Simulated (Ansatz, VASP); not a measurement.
Two plane-wave programs on WC

The input INCAR:

```
SYSTEM = WC
ALGO = Normal
EDIFF = 1E-6
ENCUT = 520
GGA = CA
ISIF = 2
ISMEAR = 1
LASPH = .TRUE.
LCHARG = .TRUE.
LELF = .TRUE.
LREAL = .FALSE.
LVHAR = .TRUE.
LWAVE = .FALSE.
NBANDS = 16
NELM = 80
PREC = Accurate
SIGMA = 0.1
```

The input KPOINTS:

```
k-points
0
G
  11 11 11
  0 0 0
```

POSCAR

```
WC
1.0
    0.0000000000      2.2072014828      2.2072014828
    2.2072014828      0.0000000000      2.2072014828
    2.2072014828      2.2072014828      0.0000000000
W C
1 1
Direct
    0.0000000000      0.0000000000      0.0000000000
    0.5000000000      0.5000000000      0.5000000000
```

Input for Ansatz:

```yaml
crystal:
  lattice:
    - [0.0, 2.207201482798269, 2.207201482798269]
    - [2.207201482798269, 0.0, 2.207201482798269]
    - [2.207201482798269, 2.207201482798269, 0.0]
  atoms:
    - { symbol: W, position: [0.0, 0.0, 0.0] }
    - { symbol: C, position: [0.5, 0.5, 0.5] }
basis:
  ecutwfc: 489.804952427784
kpoints:
  mp_grid:
    grid: [11, 11, 11]
hamiltonian:
  xc: lda
scf:
  occupations:
    method: cold
    width: 0.1
output:
  stress: true
```

Alike in both runs: task single point; functional LDA; k mesh 11 × 11 × 11; no spin polarisation.

```csv
,VASP,Ansatz
version,VASP 6.6.1,Ansatz 0.2.0
potentials or method,"VASP PAW LDA potentials, release 64 (W_sv, C), cutoff 520 eV","plane waves, PAW"
occupations,"methfessel-paxton of order 1, width 0.1 eV","cold, width 0.1 eV"
valence electrons in the cell,18,18
```

```tsv
	VASP	Ansatz	Ansatz less VASP
pressure (GPa)	-20.3	-22.2	-1.95
```

LDA's correlation is that of Perdew and Zunger in VASP and of Perdew and Wang (1992) in Ansatz.

Neither program's run includes spin-orbit coupling.
